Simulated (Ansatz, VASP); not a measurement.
**Lu3F2: VASP beside Ansatz**

Contents of INCAR:

```
ALGO = Normal ; EDIFF = 1E-7
EDIFFG = -0.01 ; ENCUT = 600
GGA = PE ; IBRION = 2
ISIF = 3 ; ISMEAR = 0
LASPH = True ; LCHARG = False
LREAL = False ; LWAVE = False
NELM = 100 ; NSW = 100
PREC = Accurate ; SIGMA = 0.1
```

The input KPOINTS:

```
k-points
0
Gamma
  8 8 8
```

The input POSCAR:

```
Lu3F2
1.0
    4.8453916400      0.0000000000      0.0000000000
    0.0000000000      4.8453916400      0.0000000000
    0.0000000000      0.0000000000      4.8453916400
Lu F
3 2
Direct
    0.5000000000      0.0000000000      0.0000000000
    0.0000000000      0.5000000000      0.0000000000
    0.0000000000      0.0000000000      0.5000000000
    0.0000000000      0.0000000000      0.0000000000
    0.5000000000      0.5000000000      0.5000000000
```

Input for Ansatz:

```yaml
crystal:
  lattice:
    - [4.84539164, 0.0, 0.0]
    - [0.0, 4.84539164, 0.0]
    - [0.0, 0.0, 4.84539164]
  atoms:
    - { symbol: Lu, position: [0.5, 0.0, 0.0] }
    - { symbol: Lu, position: [0.0, 0.5, 0.0] }
    - { symbol: Lu, position: [0.0, 0.0, 0.5] }
    - { symbol: F, position: [0.0, 0.0, 0.0] }
    - { symbol: F, position: [0.5, 0.5, 0.5] }
basis:
  ecutwfc: 420
kpoints:
  mp_grid: { grid: [8, 8, 8] }
hamiltonian:
  xc: pbe
scf:
  occupations: { method: gaussian, width: 0.1 }
output:
  forces: true
  stress: true
  eigenvalues: true
relax:
  adjacent_minimum: "off"
  f_tol: 0.01
  max_steps: 80
  cell: { stress_tol: 0.05 }
```

Alike in both runs: task relaxation of cell and atoms; functional PBE; k mesh 8 × 8 × 8; occupations gaussian, width 0.1 eV; no spin polarisation.

```csv
,VASP,Ansatz
version,VASP 6.6.1,Ansatz 0.2.0
potentials or method,"VASP PAW PBE potentials, release 64 (Lu, F), cutoff 600 eV","scalar-relativistic, plane waves, PAW"
valence electrons in the cell,89,89
```

```tsv
	VASP	Ansatz	Ansatz less VASP
gap on the k mesh at the Fermi level, each at its own relaxed structure (eV)	none	none	-
relaxed volume (Å³/atom)	23.02	22.97	-0.058
relaxed length of the cell vector where the two differ most in proportion (Å)	4.865	4.861	-0.0041
```

A gap of «none» marks a metal or a gap that the smearing closes.

Neither program's run includes spin-orbit coupling.
